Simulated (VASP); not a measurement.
# Ti (P6/mmm) in VASP: further runs

The runs below take Ti through single point, relaxation of cell and atoms, with LDA.

All numbers are computed with VASP 6.6.1; they aren't measurements. Logs are shortened: lines on timing, memory, paths and dates and some standing lists are left out, and cuts for length are marked.

### Step 1. The cell of the first run

It takes space group P6/mmm (No. 191, hexagonal). Conventional cell: a = 4.451 Å, b = 4.451 Å, c = 2.771 Å, α = 90.00°, β = 90.00°, γ = 120.00°. Within 3.7 Å of Ti (site symmetry 6/mmm) lie 14 Ti at 2.77 to 2.92 Å. Within 3.4 Å of Ti (site symmetry -6m2) lie 11 Ti at 2.57 to 2.92 Å.

### Step 2. Single point, LDA

Contents of INCAR:

```
PREC     = Accurate       # precision mode
ENCUT    = 520            # plane-wave cutoff, eV
EDIFF    = 1E-7           # SCF threshold, eV
ISMEAR   = 1              # smearing method
SIGMA    = 0.1            # smearing width, eV
LREAL    = False          # projectors in reciprocal space
LASPH    = True           # aspherical terms in the spheres
NELM     = 100            # most SCF steps
ALGO     = Normal         # electronic algorithm
ISIF     = 2              # what is computed and relaxed
LWAVE    = False          # write WAVECAR
LCHARG   = False          # write CHGCAR
NBANDS   = 25             # bands
```

Contents of KPOINTS:

```
Automatic mesh
0
Gamma
  11 11 15
```

Contents of POSCAR:

```
Ti
1.0
    4.4510636984      0.0000000000      0.0000000000
   -2.2255318492      3.8547342367      0.0000000000
    0.0000000000      0.0000000000      2.7705161532
Ti
3
Direct
    0.0000000000      0.0000000000      0.0000000000
    0.3333333333      0.6666666667      0.5000000000
    0.6666666667      0.3333333333      0.5000000000
```

Potentials or basis: VASP PAW LDA potentials, release 64 (Ti_sv).

On the command line:

```sh
> cat potpaw_LDA.64/Ti_sv/POTCAR > POTCAR
> mpirun -np 1 vasp_std > vasp.out
```

OUTCAR:

```text
PREC = Accurate
   ENCUT = 520
   EDIFF = 1E-7
   ISMEAR = 1
   LREAL = False
   LASPH = True
   NELM = 100
   ISIF = 2

 ion  position               nearest neighbor table
   1  0.000  0.000  0.000-   2 2.92   3 2.92   2 2.92   3 2.92   3 2.92   3 2.92   2 2.92   2 2.92
                             3 2.92   3 2.92   2 2.92   2 2.92
   2  0.333  0.667  0.500-   3 2.57   3 2.57   3 2.57   1 2.92   1 2.92   1 2.92   1 2.92   1 2.92
                             1 2.92
   3  0.667  0.333  0.500-   2 2.57   2 2.57   2 2.57   1 2.92   1 2.92   1 2.92   1 2.92   1 2.92
                             1 2.92

  LATTYP: Found a hexagonal cell.
 ALAT       =     4.4510636984
 C/A-ratio  =     0.6224391159

  Lattice vectors:

 A1 = (   4.4510636984,   0.0000000000,   0.0000000000)
 A2 = (  -2.2255318492,   3.8547342367,   0.0000000000)
 A3 = (   0.0000000000,   0.0000000000,   2.7705161532)

Analysis of symmetry for initial positions (statically):
=====================================================================
 Subroutine PRICEL returns:
 Original cell was already a primitive cell.

 Routine SETGRP: Setting up the symmetry group for a
 hexagonal supercell.

 Subroutine GETGRP returns: Found 24 space group operations
 (whereof 24 operations were pure point group operations)
 out of a pool of 24 trial point group operations.

The static configuration has the point symmetry D_6h.

Analysis of symmetry for dynamics (positions and initial velocities):
=====================================================================
 Subroutine PRICEL returns:
 Original cell was already a primitive cell.

 Routine SETGRP: Setting up the symmetry group for a
 hexagonal supercell.

 Subroutine GETGRP returns: Found 24 space group operations
 (whereof 24 operations were pure point group operations)
 out of a pool of 24 trial point group operations.

The dynamic configuration has the point symmetry D_6h.

 Subroutine INISYM returns: Found 24 space group operations
 (whereof 24 operations are pure point group operations),
 and found     1 'primitive' translations

----------------------------------------------------------------------------------------

                                     Primitive cell

  volume of cell :      47.5356

  direct lattice vectors                    reciprocal lattice vectors
     4.451063698  0.000000000  0.000000000     0.224665399  0.129710628  0.000000000
    -2.225531849  3.854734237  0.000000000     0.000000000  0.259421257  0.000000000
     0.000000000  0.000000000  2.770516153     0.000000000  0.000000000  0.360943573

  length of vectors
     4.451063698  4.451063698  2.770516153     0.259421257  0.259421257  0.360943573

  position of ions in fractional coordinates (direct lattice)
     0.000000000  0.000000000  0.000000000
     0.333333333  0.666666667  0.500000000
     0.666666667  0.333333333  0.500000000

  ion indices of the primitive-cell ions
   primitive index   ion index
                 1           1
                 2           2
                 3           3

----------------------------------------------------------------------------------------

 KPOINTS: Automatic mesh

Automatic generation of k-mesh.
 Grid dimensions read from file:
 generate k-points for:   11   11   15

 Generating k-lattice:

  Cartesian coordinates                     Fractional coordinates (reciprocal lattice)
     0.020424127  0.011791875  0.000000000     0.090909091  0.000000000  0.000000000
     0.000000000  0.023583751  0.000000000     0.000000000  0.090909091  0.000000000
     0.000000000  0.000000000  0.024062905     0.000000000  0.000000000  0.066666667

  Length of vectors
     0.023583751  0.023583751  0.024062905

  Shift w.r.t. Gamma in fractional coordinates (k-lattice)
     0.000000000  0.000000000  0.000000000

 Subroutine IBZKPT returns following result:
 ===========================================

 Found    128 irreducible k-points:

 Following reciprocal coordinates:
            Coordinates               Weight
  0.000000  0.000000  0.000000      1.000000
  0.090909  0.000000  0.000000      6.000000
  0.181818 -0.000000  0.000000      6.000000
  0.272727  0.000000  0.000000      6.000000
  0.363636 -0.000000  0.000000      6.000000
  0.454545  0.000000  0.000000      6.000000
[... 16 lines left out ...]
  0.090909  0.090909  0.066667     12.000000
  0.181818  0.090909  0.066667     24.000000
 [... further k-points ...]
   k-points           NKPTS =    128   k-points in BZ     NKDIM =    128   number of bands    NBANDS=     25
   number of dos      NEDOS =    301   number of ions     NIONS =      3
   total plane-waves  NPLWV =  31104
   dimension x,y,z NGX =    36 NGY =   36 NGZ =   24
   dimension x,y,z NGXF=    72 NGYF=   72 NGZF=   48
   ions per type =               3
   NGX,Y,Z   is equivalent  to a cutoff of  13.45, 13.45, 14.40 a.u.
   NGXF,Y,Z  is equivalent  to a cutoff of  26.89, 26.89, 28.80 a.u.
 SYSTEM =  unknown system
   PREC   = accura    normal or accurate (medium, high low for compatibility)
   ISTART =      0    job   : 0-new  1-cont  2-samecut
   ICHARG =      2    charge: 1-file 2-atom 10-const
   ISPIN  =      1    spin polarized calculation?
   LNONCOLLINEAR =      F non collinear calculations
   LSORBIT =      F    spin-orbit coupling
   LASPH  =      T    aspherical Exc in radial PAW
   ENCUT  =  520.0 eV  38.22 Ry    6.18 a.u.   8.28  8.28  5.15*2*pi/ulx,y,z
   NELM   =    100;   NELMIN=  2; NELMDL= -5     # of ELM steps
   EDIFF  = 0.1E-06   stopping-criterion for ELM
   LREAL  =      F    real-space projection
   EDIFFG = 0.1E-05   stopping-criterion for IOM
   NSW    =      0    number of steps for IOM
   IBRION =     -1    ionic relax: 0-MD 1-quasi-New 2-CG
   NFREE  =      0    steps in history (QN), initial steepest desc. (CG)
   ISIF   =      2    stress and relaxation
   ISYM   =      2    0-nonsym 1-usesym 2-fastsym
   POTIM  = 0.5000    time-step for ionic-motion
   TEBEG  =    0.0;   TEEND  =   0.0 temperature during run
   PSTRESS=    0.0 pullay stress
   NELECT =      36.0000    total number of electrons
   NUPDOWN=      -1.0000    fix difference up-down
   EMIN   =  10.00;   EMAX   =-10.00  energy-range for DOS
   EFERMI =   0.00;   METHOD = LEGACY
   ISMEAR =     1;   SIGMA  =   0.10  broadening in eV -4-tet -1-fermi 0-gaus
   EFERMI_NEDOS =   21; number of points for ismear=-14 and -15
   IALGO  =     38    algorithm
   IMIX   =      4    mixing-type and parameters
     AMIX     =   0.40;   BMIX     =  1.00
     AMIX_MAG =   1.60;   BMIX_MAG =  1.00
  volume/ion in A,a.u.               =      15.85       106.93
  Fermi-wavevector in a.u.,A,eV,Ry     =   1.492231  2.819907 30.296813  2.226753
  Thomas-Fermi vector in A             =   2.604785
   LORBIT       =      0    0 simple, 1 ext, 2 COOP (PROOUT), +10 PAW based schemes
   GGA     = CA    functional components
   LHFCALC =     F    Hartree Fock is set to
   AEXX    =    0.0000 exact exchange contribution
   IVDW    =     0    specifies the selected vdW correction
   LEPSILON=     F    determine dielectric tensor
   LRPA    =     F    only Hartree local field effects (RPA)
 non-spin polarized calculation
 Methfessel and Paxton  Order N= 1 SIGMA  =   0.10
  energy-cutoff  :      520.00
  volume of cell :       47.54
 maximum number of plane-waves:      1313
 NGX is ok and might be reduce to    36
   NGX = 17   NGY = 17   NGZ = 11

 number of electron      36.0000005 magnetization

 Free energy of the ion-electron system (eV)
  ---------------------------------------------------
  ext. energy  EPLUGINS =         0.00000000
  ---------------------------------------------------
  free energy    TOTEN  =       -25.71834780 eV

  energy without entropy =      -25.71884637  energy(sigma->0) =      -25.71851399

 E-fermi :   8.9900     XC(G=0): -12.2308

 val. band max:        8.9834997181   @ k =   0.0000   0.0000   0.0000
 cond. band min:       8.9948913066   @ k =   0.3636   0.2727   0.2667
 fundamental gap:      0.0113915885
 Fermi energy:         8.9900106075

 k-point     1 :       0.0000    0.0000    0.0000
  band No.  band energies     occupation
      1     -47.0816      2.00000
      2     -46.8081      2.00000
      3     -46.5866      2.00000
      4     -23.8128      2.00000
      5     -23.8128      2.00000
      6     -23.7470      2.00000
[... 17 lines left out ...]
     24      10.9346     -0.00000
     25      10.9661     -0.00000

 k-point     2 :       0.0909    0.0000    0.0000
  band No.  band energies     occupation
      1     -47.0791      2.00000
      2     -46.8061      2.00000
      3     -46.5912      2.00000
      4     -23.8674      2.00000
      5     -23.8575      2.00000
      6     -23.6911      2.00000
[... 17 lines left out ...]
     24      10.6646     -0.00000
     25      11.2414      0.00000

 k-point     3 :       0.1818   -0.0000    0.0000
  band No.  band energies     occupation
      1     -47.0727      2.00000
      2     -46.7999      2.00000
      3     -46.6046      2.00000
      4     -23.9380      2.00000
      5     -23.8911      2.00000
      6     -23.6171      2.00000
[... 17 lines left out ...]
     24      10.6481     -0.00000
     25      11.5428      0.00000

 k-point     4 :       0.2727    0.0000    0.0000
  band No.  band energies     occupation
      1     -47.0645      2.00000
      2     -46.7886      2.00000
      3     -46.6249      2.00000
      4     -23.9976      2.00000
      5     -23.8856      2.00000
      6     -23.5528      2.00000
[... 17 lines left out ...]
     24      10.9769     -0.00000
     25      11.8474      0.00000
[... 477 lines left out ...]
 k-point    22 :       0.4545    0.0000    0.0667
  band No.  band energies     occupation
      1     -47.0497      2.00000
      2     -46.7562      2.00000
      3     -46.6638      2.00000
      4     -24.0532      2.00000
      5     -23.7843      2.00000
      6     -23.5774      2.00000
[... 17 lines left out ...]
     24      11.2283      0.00000
     25      11.7981      0.00000

 k-point    23 :       0.0909    0.0909    0.0667
  band No.  band energies     occupation
      1     -47.0706      2.00000
      2     -46.7996      2.00000
      3     -46.5972      2.00000
      4     -23.9000      2.00000
      5     -23.8929      2.00000
      6     -23.6367      2.00000
[... 17 lines left out ...]
     24      10.6047     -0.00000
     25      11.5510      0.00000

 k-point    24 :       0.1818    0.0909    0.0667
  band No.  band energies     occupation
      1     -47.0636      2.00000
      2     -46.7904      2.00000
      3     -46.6141      2.00000
      4     -23.9530      2.00000
      5     -23.9057      2.00000
      6     -23.5869      2.00000
[... 17 lines left out ...]
     24      10.8358     -0.00000
     25      11.8455      0.00000

 [... further k-points ...]
[... 5 lines left out ...]
  --------------------------------------------------------------------------------------
  -------------------------------------------------------------------------------------
  Total       -0.0399294     -0.0399294     -0.0134199      0.0000000      0.0000000     -0.0000000
  in kB       -1.3458109     -1.3458109     -0.4523151      0.0000000      0.0000000     -0.0000000
  external PRESSURE =      -1.0479790 kB  Pullay stress =       0.0000000 kB

 VOLUME and BASIS-vectors are now :
 -----------------------------------------------------------------------------
  energy-cutoff  :      520.00
  volume of cell :       47.54
      direct lattice vectors                 reciprocal lattice vectors
     4.451063698  0.000000000  0.000000000     0.224665399  0.129710628  0.000000000
    -2.225531849  3.854734237  0.000000000     0.000000000  0.259421257  0.000000000
     0.000000000  0.000000000  2.770516153     0.000000000  0.000000000  0.360943573

 POSITION                                       TOTAL-FORCE (eV/Angst)
 -----------------------------------------------------------------------------------
      0.00000      0.00000      0.00000        -0.000000      0.000000      0.000000
     -0.00000      2.56982      1.38526        -0.000000      0.000000     -0.000000
      2.22553      1.28491      1.38526         0.000000     -0.000000      0.000000
 -----------------------------------------------------------------------------------
    total drift:                                0.000000      0.000000     -0.000000

  FREE ENERGIE OF THE ION-ELECTRON SYSTEM (eV)
  ---------------------------------------------------
  free  energy   TOTEN  =       -25.7183478025 eV

  energy  without entropy=      -25.7188463655  energy(sigma->0) =      -25.71851399
```

It took 84 s on 1 thread of Intel Xeon 6975P-C (Granite Rapids), shared host; peak memory 0.23 GiB.

Results:

```
Free energy            : -25.7183 eV
Pressure               : -0.1 GPa
Band gap on the k mesh : zero (band 18 reaches 9.24 eV, above the bottom of band 19 at 8.84 eV)
```

Stress tensor (GPa, compression positive):
```
-0.13  0.00  0.00
 0.00 -0.13  0.00
 0.00  0.00 -0.05
```

### Step 3. Relaxation of cell and atoms, LDA

This run uses another cell than the first one, of 17.23 Å³/atom, 1.087 times its volume.

Contents of INCAR:

```
SYSTEM = Ti
  ALGO = Normal
  EDIFF = 1E-6
  EDIFFG = -0.01
  ENCUT = 600
  GGA = CA
  IBRION = 2
  ISIF = 3
  ISMEAR = 1
  LASPH = .True.
  LCHARG = .False.
  LREAL = .False.
  LWAVE = .False.
  NELM = 80
  NSW = 80
  PREC = Accurate
  SIGMA = 0.1
```

Contents of KPOINTS:

```
k-points
0
Gamma
  11 11 15
  0 0 0
```

Contents of POSCAR:

```
Ti
1.0
    4.6000000000      0.0000000000      0.0000000000
   -2.3000000000      3.9837168574      0.0000000000
    0.0000000000      0.0000000000      2.8200000000
Ti
3
Direct
    0.0000000000      0.0000000000      0.0000000000
    0.3333333333      0.6666666667      0.5000000000
    0.6666666667      0.3333333333      0.5000000000
```

Potentials or basis: VASP PAW LDA potentials, release 64 (Ti_sv).

On the command line:

```sh
> cat potpaw_LDA.64/Ti_sv/POTCAR > POTCAR
> mpirun -np 1 vasp_std > vasp.out
```

Run time: 8.7 min. Hardware: 1 thread of Intel Xeon 6975P-C (Granite Rapids), shared host; peak memory 0.31 GiB.

The run converged. Its results:

- Free energy: -25.7191 eV
- Relaxed volume: 15.83 Å³/atom
- Relaxed cell: a = 4.448 Å, b = 4.448 Å, c = 2.771 Å, α = 90.00°, β = 90.00°, γ = 120.00°
- Space group after relaxing (to 0.05 Å): P6/mmm (No. 191)
- Energy gained by relaxing: 43.8 meV/atom
- Ionic steps: 9
- Pressure after relaxing: 0.0 GPa
- Band gap on the k mesh: zero (band 18 reaches 9.26 eV, above the bottom of band 19 at 8.85 eV)

The path:
```tsv
step	energy change (eV)	largest force (eV/Å)	pressure (GPa)	volume (Å³)
1	0.0000	0.0000	-9.09	51.68
2	-0.0597	0.0000	8.54	44.70
3	-0.1296	0.0000	0.04	47.49
4	-0.1296	0.0000	0.25	47.40
5	-0.1312	0.0000	0.21	47.41
6	-0.1312	0.0000	0.20	47.41
7	-0.1312	0.0000	0.20	47.41
8	-0.1313	0.0000	-0.13	47.54
9	-0.1313	0.0000	-0.03	47.48
```

Final structure:
```
Ti
1.0
     4.44845    0.00000    0.00000
    -2.22422    3.85247    0.00000
     0.00000    0.00000    2.77079
Ti
3
Direct
  0.00000 0.00000 0.00000
  0.33333 0.66667 0.50000
  0.66667 0.33333 0.50000
```

Levels at points of the mesh, in eV from the Fermi level:
| k point | band 14 | band 15 | band 16 | band 17 | band 18 | band 19 | band 20 | band 21 | band 22 |
| --- | --- | --- | --- | --- | --- | --- | --- | --- | --- |
| (0.00, 0.00, 0.00) | -2.20 | -0.71 | -0.71 | -0.59 | -0.59 | 0.00 | 0.71 | 1.35 | 1.35 |

LDA usually gives volumes a few per cent too small. Zero-point motion and thermal expansion aren't in these numbers.
